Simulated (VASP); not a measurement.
Wanted: the native input for a VASP 6.6.1 run.

- Task: single point
- Functional: r2SCAN
- Potentials or basis: VASP PAW PBE potentials, release 64 (Na_pv, Cl)
- Cutoff: 520 eV
- k mesh: 7 × 7 × 3
- Occupations: fermi-dirac, width 0.1 eV
- Spin: no spin polarisation
- Dipole correction: no
- Further INCAR settings: ALGO = Normal; EDIFF = 1e-07; NBANDS = 22

The system is Na3Cl.

```
CELL_PARAMETERS angstrom
3.46302 0.00000 0.00000
0.00000 3.46302 0.00000
0.00000 0.00000 9.42329
ATOMIC_POSITIONS crystal
Na 0.00000 0.00000 0.50000
Na 0.50000 0.50000 0.82567
Na 0.50000 0.50000 0.17433
Cl 0.00000 0.00000 0.00000
```

One way to write it, as run:

POSCAR

```
Na3Cl
1.0
    3.4630168775      0.0000000000      0.0000000000
    0.0000000000      3.4630168775      0.0000000000
    0.0000000000      0.0000000000      9.4232924039
Na Cl
3 1
Direct
    0.0000000000      0.0000000000      0.5000000000
    0.5000000000      0.5000000000      0.8256670200
    0.5000000000      0.5000000000      0.1743329800
    0.0000000000      0.0000000000      0.0000000000
```

INCAR.step1

```
SYSTEM = Na3Cl
ALGO = Normal ; EDIFF = 1E-4
ENCUT = 520 ; GGA = PE
ISMEAR = -1 ; LASPH = .TRUE.
LCHARG = .FALSE. ; LREAL = .FALSE.
LWAVE = .TRUE. ; NBANDS = 22
NELM = 80 ; PREC = Accurate
SIGMA = 0.1
```

INCAR.step2

```
SYSTEM = Na3Cl
ALGO = Normal ; EDIFF = 1E-7
ENCUT = 520 ; ISIF = 2
ISMEAR = -1 ; ISTART = 1
LASPH = .TRUE. ; LCHARG = .TRUE.
LELF = .TRUE. ; LMIXTAU = .TRUE.
LREAL = .FALSE. ; LVHAR = .TRUE.
LWAVE = .FALSE. ; METAGGA = R2SCAN
NBANDS = 22 ; NELM = 80
PREC = Accurate ; SIGMA = 0.1
```

KPOINTS

```
k-points
0
G
  7 7 3
  0 0 0
```

Potentials or basis: VASP PAW PBE potentials, release 64 (Na_pv, Cl).

Command:

```sh
$ cat potpaw_PBE.64/Na_pv/POTCAR potpaw_PBE.64/Cl/POTCAR > POTCAR
$ cp INCAR.step1 INCAR
$ mpirun -np 1 vasp_std > vasp.out
$ cp INCAR.step2 INCAR
$ mpirun -np 1 vasp_std > vasp.out
```

It gave:

```
Pressure               : 0.5 GPa
Largest force          : 0.038 eV/Å
Band gap on the k mesh : zero (band 14 reaches 3.78 eV, above the bottom of band 15 at 0.63 eV)
```

Caveat: the PAW data sets were made with another functional, which shifts forces and pressure a little.

It took 4 min on 1 thread of Intel(R) Xeon(R) Platinum 8259CL CPU @ 2.50GHz (Skylake/Cascade Lake), with other jobs on the host, peak memory 0.24 GiB.
